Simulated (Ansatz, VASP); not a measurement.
**Cu2As3 in VASP and in Ansatz**

```xyz
5
Lattice="4.0573 0.0000 0.0000 -2.0287 3.5138 0.0000 0.0000 0.0000 6.0902" Properties=species:S:1:pos:R:3 pbc="T T T"
As    2.0287    1.1713    3.9546
As    0.0000    2.3425    2.1356
As    0.0000    0.0000    0.0000
Cu    2.0287    1.1713    1.3214
Cu    0.0000    2.3425    4.7688
```

Alike in both runs: task single point; functional PBE; k mesh 8 × 8 × 5; occupations fermi-dirac, width 0.05 eV; no spin polarisation.

|  | VASP | Ansatz |
| --- | --- | --- |
| version | VASP 6.6.1 | Ansatz 0.2.0 |
| potentials or method | VASP PAW PBE potentials, release 64 (As, Cu) | Ansatz PAW |
| plane-wave cutoff (eV) | 520 | 420 |
| valence electrons in the cell | 37 | 83 |

```csv
,VASP,Ansatz,Ansatz less VASP
gap on the k mesh at the Fermi level (eV),none,none,-
pressure (GPa),1.1,0.9,-0.24
"traceless stress, the component that is largest in VASP (GPa)",0.33,0.44,+0.108
rms of the force components (eV/Å),0.027,0.017,-0.0103
```

Atom by atom the forces differ by 0.010 eV/Å (rms over components). A gap of «none» marks a metal or a gap that the smearing closes. VASP's potentials hold 37 valence electrons a cell and Ansatz's 83, so a difference there can come from the potentials and not from the codes.
